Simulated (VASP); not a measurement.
# Ir (Pm-3m) in VASP: further runs, part 2 of 3

VASP 6.6.1. Earlier steps stand in the parts before.

### 4 Single point, revPBE (volume scaled by 1.08)

File INCAR:

```
SYSTEM = Ir
PREC = Accurate ; ENCUT = 520
EDIFF = 1E-6 ; ISMEAR = -1
SIGMA = 0.1 ; LREAL = .False.
LASPH = .True. ; NELM = 60
ALGO = Normal ; ISIF = 2
LWAVE = .False. ; LCHARG = .True.
GGA = RE ; LELF = .True.
LVHAR = .True. ; NBANDS = 10
```

File KPOINTS:

```
Automatic mesh
0
Gamma
  14 14 14
  0 0 0
```

File POSCAR:

```
Ir
1.0
    2.6484136816      0.0000000000      0.0000000000
    0.0000000000      2.6484136816      0.0000000000
    0.0000000000      0.0000000000      2.6484136816
Ir
1
Direct
    0.0000000000      0.0000000000      0.0000000000
```

Potentials or basis: VASP PAW PBE potentials, release 64 (Ir).

Command:

```sh
cat potpaw_PBE.64/Ir/POTCAR > POTCAR
mpirun -np 1 vasp_std > vasp.out
```

OUTCAR:

```text
SYSTEM = Ir
   PREC = Accurate
   ENCUT = 520
   EDIFF = 1E-6
   ISMEAR = -1
   LREAL = .False.
   LASPH = .True.
   NELM = 60
   ISIF = 2
   GGA = RE

 ion  position               nearest neighbor table
   1  0.000  0.000  0.000-

  LATTYP: Found a simple cubic cell.
 ALAT       =     2.6484136816

  Lattice vectors:

 A1 = (   2.6484136816,   0.0000000000,   0.0000000000)
 A2 = (   0.0000000000,   2.6484136816,   0.0000000000)
 A3 = (   0.0000000000,   0.0000000000,   2.6484136816)

Analysis of symmetry for initial positions (statically):
=====================================================================
 Subroutine PRICEL returns:
 Original cell was already a primitive cell.

 Routine SETGRP: Setting up the symmetry group for a
 simple cubic supercell.

 Subroutine GETGRP returns: Found 48 space group operations
 (whereof 48 operations were pure point group operations)
 out of a pool of 48 trial point group operations.

The static configuration has the point symmetry O_h .

Analysis of symmetry for dynamics (positions and initial velocities):
=====================================================================
 Subroutine PRICEL returns:
 Original cell was already a primitive cell.

 Routine SETGRP: Setting up the symmetry group for a
 simple cubic supercell.

 Subroutine GETGRP returns: Found 48 space group operations
 (whereof 48 operations were pure point group operations)
 out of a pool of 48 trial point group operations.

The dynamic configuration has the point symmetry O_h .

 Subroutine INISYM returns: Found 48 space group operations
 (whereof 48 operations are pure point group operations),
 and found     1 'primitive' translations

----------------------------------------------------------------------------------------

                                     Primitive cell

  volume of cell :      18.5762

  direct lattice vectors                    reciprocal lattice vectors
     2.648413682  0.000000000  0.000000000     0.377584517  0.000000000  0.000000000
     0.000000000  2.648413682  0.000000000     0.000000000  0.377584517  0.000000000
     0.000000000  0.000000000  2.648413682     0.000000000  0.000000000  0.377584517

  length of vectors
     2.648413682  2.648413682  2.648413682     0.377584517  0.377584517  0.377584517

  position of ions in fractional coordinates (direct lattice)
     0.000000000  0.000000000  0.000000000

  ion indices of the primitive-cell ions
   primitive index   ion index
                 1           1

----------------------------------------------------------------------------------------

 KPOINTS: Automatic mesh

Automatic generation of k-mesh.
 Grid dimensions read from file:
 generate k-points for:   14   14   14

 Generating k-lattice:

  Cartesian coordinates                     Fractional coordinates (reciprocal lattice)
     0.026970323  0.000000000  0.000000000     0.071428571  0.000000000  0.000000000
     0.000000000  0.026970323  0.000000000     0.000000000  0.071428571  0.000000000
     0.000000000  0.000000000  0.026970323     0.000000000  0.000000000  0.071428571

  Length of vectors
     0.026970323  0.026970323  0.026970323

  Shift w.r.t. Gamma in fractional coordinates (k-lattice)
     0.000000000  0.000000000  0.000000000

 Subroutine IBZKPT returns following result:
 ===========================================

 Found    120 irreducible k-points:

 Following reciprocal coordinates:
            Coordinates               Weight
  0.000000  0.000000  0.000000      1.000000
  0.071429  0.000000  0.000000      6.000000
  0.142857  0.000000  0.000000      6.000000
  0.214286  0.000000  0.000000      6.000000
  0.285714  0.000000  0.000000      6.000000
  0.357143  0.000000  0.000000      6.000000
[... 16 lines left out ...]
  0.285714  0.214286  0.000000     24.000000
  0.357143  0.214286  0.000000     24.000000
 [... further k-points ...]
   k-points           NKPTS =    120   k-points in BZ     NKDIM =    120   number of bands    NBANDS=     10
   number of dos      NEDOS =    301   number of ions     NIONS =      1
   total plane-waves  NPLWV =   8000
   dimension x,y,z NGX =    20 NGY =   20 NGZ =   20
   dimension x,y,z NGXF=    40 NGYF=   40 NGZF=   40
   ions per type =               1
   NGX,Y,Z   is equivalent  to a cutoff of  12.55, 12.55, 12.55 a.u.
   NGXF,Y,Z  is equivalent  to a cutoff of  25.11, 25.11, 25.11 a.u.
 SYSTEM =  Ir
   PREC   = accura    normal or accurate (medium, high low for compatibility)
   ISTART =      0    job   : 0-new  1-cont  2-samecut
   ICHARG =      2    charge: 1-file 2-atom 10-const
   ISPIN  =      1    spin polarized calculation?
   LNONCOLLINEAR =      F non collinear calculations
   LSORBIT =      F    spin-orbit coupling
   LASPH  =      T    aspherical Exc in radial PAW
   ENCUT  =  520.0 eV  38.22 Ry    6.18 a.u.   4.92  4.92  4.92*2*pi/ulx,y,z
   NELM   =     60;   NELMIN=  2; NELMDL= -5     # of ELM steps
   EDIFF  = 0.1E-05   stopping-criterion for ELM
   LREAL  =      F    real-space projection
   EDIFFG = 0.1E-04   stopping-criterion for IOM
   NSW    =      0    number of steps for IOM
   IBRION =     -1    ionic relax: 0-MD 1-quasi-New 2-CG
   NFREE  =      0    steps in history (QN), initial steepest desc. (CG)
   ISIF   =      2    stress and relaxation
   ISYM   =      2    0-nonsym 1-usesym 2-fastsym
   POTIM  = 0.5000    time-step for ionic-motion
   TEBEG  =    0.0;   TEEND  =   0.0 temperature during run
   PSTRESS=    0.0 pullay stress
   NELECT =       9.0000    total number of electrons
   NUPDOWN=      -1.0000    fix difference up-down
   EMIN   =  10.00;   EMAX   =-10.00  energy-range for DOS
   EFERMI =   0.00;   METHOD = LEGACY
   ISMEAR =    -1;   SIGMA  =   0.10  broadening in eV -4-tet -1-fermi 0-gaus
   EFERMI_NEDOS =   21; number of points for ismear=-14 and -15
   IALGO  =     38    algorithm
   IMIX   =      4    mixing-type and parameters
     AMIX     =   0.40;   BMIX     =  1.00
     AMIX_MAG =   1.60;   BMIX_MAG =  1.00
  volume/ion in A,a.u.               =      18.58       125.36
  Fermi-wavevector in a.u.,A,eV,Ry     =   1.285789  2.429790 22.493892  1.653254
  Thomas-Fermi vector in A             =   2.417903
   LORBIT       =      0    0 simple, 1 ext, 2 COOP (PROOUT), +10 PAW based schemes
   GGA     = RE    functional components
   LHFCALC =     F    Hartree Fock is set to
   AEXX    =    0.0000 exact exchange contribution
   IVDW    =     0    specifies the selected vdW correction
   LEPSILON=     F    determine dielectric tensor
   LRPA    =     F    only Hartree local field effects (RPA)
 non-spin polarized calculation
  energy-cutoff  :      520.00
  volume of cell :       18.58
 maximum number of plane-waves:       516
 NGX is ok and might be reduce to    20
   NGX =  9   NGY =  9   NGZ =  9

 number of electron       9.0000003 magnetization

 Free energy of the ion-electron system (eV)
  ---------------------------------------------------
  ext. energy  EPLUGINS =         0.00000000
  ---------------------------------------------------
  free energy    TOTEN  =        -7.31177880 eV

  energy without entropy =       -7.25718560  energy(sigma->0) =       -7.28448220

 E-fermi :   6.2853     XC(G=0): -12.1970

 val. band max:        6.2636491498   @ k =   0.1429   0.1429   0.0714
 cond. band min:       6.3187683792   @ k =   0.2143   0.0000   0.0000
 fundamental gap:      0.0551192295
 Fermi energy:         6.2853220421

 k-point     1 :       0.0000    0.0000    0.0000
  band No.  band energies     occupation
      1      -2.0232      2.00000
      2       1.0599      2.00000
      3       1.0599      2.00000
      4       7.3488      0.00005
      5       7.3488      0.00005
      6       7.3488      0.00005
      7      21.2862      0.00000
      8      21.2862      0.00000
      9      21.2862      0.00000
     10      26.7634      0.00000
[... 287 lines left out ...]
 k-point    24 :       0.3571    0.2143    0.0000
  band No.  band energies     occupation
      1       1.0765      2.00000
      2       2.4342      2.00000
      3       3.5581      2.00000
      4       5.5411      1.99883
      5       6.0826      1.76731
      6       6.5997      0.08266
      7      14.0640      0.00000
      8      20.0413      0.00000
      9      24.2571      0.00000
     10      27.5595      0.00000

 [... further k-points ...]

------------------------ aborting loop because EDIFF is reached ----------------------------------------

  FORCE on cell =-STRESS in cart. coord.  units (eV):
  Direction    XX          YY          ZZ          XY          YZ          ZX
  --------------------------------------------------------------------------------------
  -------------------------------------------------------------------------------------
  Total       -1.7462714     -1.7462714     -1.7462714      0.0000000      0.0000000     -0.0000000
  in kB     -150.6138283   -150.6138283   -150.6138283      0.0000000      0.0000000     -0.0000000
  external PRESSURE =    -150.6138283 kB  Pullay stress =       0.0000000 kB

 VOLUME and BASIS-vectors are now :
 -----------------------------------------------------------------------------
  energy-cutoff  :      520.00
  volume of cell :       18.58
      direct lattice vectors                 reciprocal lattice vectors
     2.648413682  0.000000000  0.000000000     0.377584517  0.000000000  0.000000000
     0.000000000  2.648413682  0.000000000     0.000000000  0.377584517  0.000000000
     0.000000000  0.000000000  2.648413682     0.000000000  0.000000000  0.377584517

 POSITION                                       TOTAL-FORCE (eV/Angst)
 -----------------------------------------------------------------------------------
      0.00000      0.00000      0.00000         0.000000      0.000000      0.000000
 -----------------------------------------------------------------------------------
    total drift:                                0.000000      0.000000      0.000000

  FREE ENERGIE OF THE ION-ELECTRON SYSTEM (eV)
  ---------------------------------------------------
  free  energy   TOTEN  =        -7.3117788016 eV

  energy  without entropy=       -7.2571855994  energy(sigma->0) =       -7.28448220
```

OSZICAR:

```text
N       E                     dE             d eps       ncg     rms          rms(c)
DAV:   1     0.466198918165E+02    0.46620E+02   -0.41683E+03  2440   0.781E+02
DAV:   2    -0.666658310544E+01   -0.53286E+02   -0.50658E+02  2446   0.183E+02
DAV:   3    -0.771683792555E+01   -0.10503E+01   -0.10436E+01  2838   0.315E+01
DAV:   4    -0.772651565066E+01   -0.96777E-02   -0.96751E-02  2808   0.285E+00
DAV:   5    -0.772671774766E+01   -0.20210E-03   -0.20209E-03  2778   0.404E-01    0.853E+00
DAV:   6    -0.734966558418E+01    0.37705E+00   -0.95630E-01  2734   0.109E+01    0.346E+00
DAV:   7    -0.731521892317E+01    0.34447E-01   -0.12896E-01  3254   0.352E+00    0.148E+00
DAV:   8    -0.731320466025E+01    0.20143E-02   -0.76500E-03  2614   0.119E+00    0.854E-01
DAV:   9    -0.731177245271E+01    0.14322E-02   -0.98451E-04  2608   0.443E-01    0.244E-02
DAV:  10    -0.731177894428E+01   -0.64916E-05   -0.69381E-06  2844   0.259E-02    0.505E-03
DAV:  11    -0.731177880164E+01    0.14263E-06   -0.39314E-07  1508   0.547E-03
   1 F= -.73117788E+01 E0= -.72844822E+01  d E =-.545932E-01
```

stdout:

```text
POSCAR found type information on POSCAR Ir
 POSCAR found :  1 types and       1 ions
 scaLAPACK will be used
 -----------------------------------------------------------------------------
|                                                                             |
|                                                                             |
|     You enforced a specific xc type in the INCAR file but a different       |
|     I HOPE YOU KNOW WHAT YOU ARE DOING!                                     |
|                                                                             |
 -----------------------------------------------------------------------------

 LDA part: xc-table for (Slater+PW92), standard interpolation
 POSCAR, INCAR and KPOINTS ok, starting setup
 FFT: planning ... GRIDC
 FFT: planning ... GRID_SOFT
 FFT: planning ... GRID
 WAVECAR not read
 entering main loop
```

Wall time 8.5 s (1 thread of Intel Xeon Platinum 8375C at 2.90GHz (Ice Lake), shared host); peak memory 0.14 GiB.

Results:

- Free energy: -7.3118 eV
- Pressure: -15.1 GPa

Caveat: the PAW data sets were made with another functional, which shifts forces and pressure a little; spin-orbit coupling is left out, which moves the levels of the heavy elements.

### 5 Single point, revPBE (volume scaled by 1.12)

File INCAR:

```
SYSTEM = Ir
PREC     = Accurate       ! precision mode
ENCUT    = 520            ! plane-wave cutoff, eV
EDIFF    = 1E-6           ! SCF threshold, eV
ISMEAR   = -1             ! smearing method
SIGMA    = 0.1            ! smearing width, eV
LREAL    = .FALSE.        ! projectors in reciprocal space
LASPH    = .TRUE.         ! aspherical terms in the spheres
NELM     = 80             ! most SCF steps
ALGO     = Normal         ! electronic algorithm
ISIF     = 2              ! what is computed and relaxed
LWAVE    = .FALSE.        ! write WAVECAR
LCHARG   = .FALSE.        ! write CHGCAR
GGA      = RE             ! functional
NBANDS   = 10             ! bands
```

File KPOINTS:

```
Automatic mesh
0
G
  14 14 14
  0 0 0
```

File POSCAR:

```
Ir
1.0
    2.6807145928      0.0000000000      0.0000000000
    0.0000000000      2.6807145928      0.0000000000
    0.0000000000      0.0000000000      2.6807145928
Ir
1
Direct
    0.0000000000      0.0000000000      0.0000000000
```

Command:

```sh
cat potpaw_PBE.64/Ir/POTCAR > POTCAR
mpirun -np 1 vasp_std > vasp.out
```

Wall time 8.3 s (1 thread of Intel Xeon Platinum 8375C at 2.90GHz (Ice Lake), shared host); peak memory 0.14 GiB.

It converged, with:

- Free energy: -7.2362 eV
- Pressure: -20.1 GPa

Levels at points of the mesh, in eV from the Fermi level:
| k point | band 1 | band 2 | band 3 | band 4 | band 5 | band 6 | band 7 | band 8 |
| --- | --- | --- | --- | --- | --- | --- | --- | --- |
| (0.00, 0.00, 0.00) | -8.01 | -4.96 | -4.96 | 0.99 | 0.99 | 0.99 | 14.77 | 14.77 |
| (0.50, 0.00, 0.00) | -5.33 | -4.37 | -1.19 | -1.19 | -0.43 | 1.20 | 4.87 | 16.18 |
| (0.50, 0.50, 0.00) | -5.21 | -4.00 | -0.79 | -0.79 | 2.66 | 4.36 | 4.36 | 9.51 |
| (0.50, 0.50, 0.50) | -4.20 | -4.20 | -4.20 | 2.80 | 2.80 | 9.69 | 9.72 | 9.72 |

Caveat: the PAW data sets were made with another functional, which shifts forces and pressure a little; spin-orbit coupling is left out, which moves the levels of the heavy elements.

[end of part 2 of 3]
